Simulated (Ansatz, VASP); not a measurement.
## Mo: VASP beside Ansatz

```
CELL_PARAMETERS angstrom
2.87229 0.00000 0.00000
-1.43614 2.48747 0.00000
0.00000 0.00000 2.55518
ATOMIC_POSITIONS crystal
Mo 0.00000 0.00000 0.50000
```

Change from the starting cell: strain +0.0500 x Voigt [1, 1, 0, 0, 0, 0], atoms carried along.

Alike in both runs: task single point; functional LDA; k mesh 18 × 18 × 18; occupations gaussian, width 0.15 eV; no spin polarisation.

|  | VASP | Ansatz |
| --- | --- | --- |
| version | VASP 6.6.1 | Ansatz 0.2.0 |
| potentials or method | VASP PAW LDA potentials, release 64 (Mo_sv), cutoff 520 eV | scalar-relativistic, plane waves, PAW |
| valence electrons in the cell | 14 | 14 |

Ansatz gave:

```
gap on the k mesh at the Fermi level (eV)                     : none
pressure (GPa)                                                : -23.9
traceless stress, the component that is largest in VASP (GPa) : 1.52
```

Estimate VASP's values.

gap on the k mesh at the Fermi level (eV): none; pressure (GPa): -23.3; traceless stress, the component that is largest in VASP (GPa): 1.68.

LDA's correlation is that of Perdew and Zunger in VASP and of Perdew and Wang (1992) in Ansatz. A gap of «none» marks a metal or a gap that the smearing closes.
